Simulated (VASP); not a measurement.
Wanted: the native input for a VASP 6.6.1 run.

| Property | Result |
| --- | --- |
| Task | relaxation of cell and atoms |
| Functional | PBE |
| Potentials or basis | VASP PAW PBE potentials, release 64 (Al, Ge_d, Sb, H) |
| Cutoff | 600 eV |
| k mesh | 10 × 10 × 10 |
| Occupations | gaussian, width 0.1 eV |
| Spin | no spin polarisation |
| Dipole correction | no |
| Further INCAR settings | ALGO = Normal; EDIFF = 1e-06; IBRION = 2; EDIFFG = -0.01; NSW = 100; ISIF = 3 |

The structure of AlGeSbH2 lies in POSCAR:

```
AlGeSbH2
1.0
   -2.2215215344      2.2215215344      3.8667791875
    2.2215215344     -2.2215215344      3.8667791875
    2.2215215344      2.2215215344     -3.8667791875
Al Ge Sb H
1 1 1 2
Direct
    0.0000000000      0.0000000000      0.0000000000
    0.2500000000      0.7500000000      0.5000000000
    0.7500000000      0.2500000000      0.5000000000
    0.5500970131      0.5500970131      0.0000000000
    0.4499029869      0.4499029869      0.0000000000
```

The cell was built from a structure type or drawn by symmetry, and may not be a known phase.

These files were run (other wordings do the same):

INCAR

```
SYSTEM = AlGeSbH2
ALGO     = Normal         ! electronic algorithm
EDIFF    = 1E-6           ! SCF threshold, eV
EDIFFG   = -0.01          ! ionic threshold
ENCUT    = 600            ! plane-wave cutoff, eV
GGA      = PE             ! functional
IBRION   = 2              ! ionic algorithm
ISIF     = 3              ! what is computed and relaxed
ISMEAR   = 0              ! smearing method
LASPH    = .TRUE.         ! aspherical terms in the spheres
LCHARG   = .FALSE.        ! write CHGCAR
LREAL    = .FALSE.        ! projectors in reciprocal space
LWAVE    = .FALSE.        ! write WAVECAR
NELM     = 100            ! most SCF steps
NSW      = 100            ! ionic steps
PREC     = Accurate       ! precision mode
SIGMA    = 0.1            ! smearing width, eV
```

KPOINTS

```
k-points
0
G
  10 10 10
  0 0 0
```

Potentials or basis: VASP PAW PBE potentials, release 64 (Al, Ge_d, Sb, H).

Run with:

```console
$ cat potpaw_PBE.64/Al/POTCAR potpaw_PBE.64/Ge_d/POTCAR potpaw_PBE.64/Sb/POTCAR potpaw_PBE.64/H/POTCAR > POTCAR
$ mpirun -np 1 vasp_std > vasp.out
```

Results of the run:

- Relaxed volume: 15.28 Å³/atom
- Relaxed cell: a = 4.764 Å, b = 4.764 Å, c = 4.764 Å, α = 120.02°, β = 120.02°, γ = 89.96°
- Space group after relaxing (to 0.1 Å): I-4m2 (No. 119)
- Energy gained by relaxing: 12.9 meV/atom
- Ionic steps: 21
- Pressure after relaxing: 0.0 GPa
- Band gap on the k mesh: zero (bands 12 and 13 overlap by 3.10 eV)

Caveat: spin-orbit coupling is left out, which moves the levels of the heavy elements.

Run time: 24 min on 1 thread of Oxide Virtual Turin-like Processor, with other jobs on the host, peak memory 0.36 GiB.
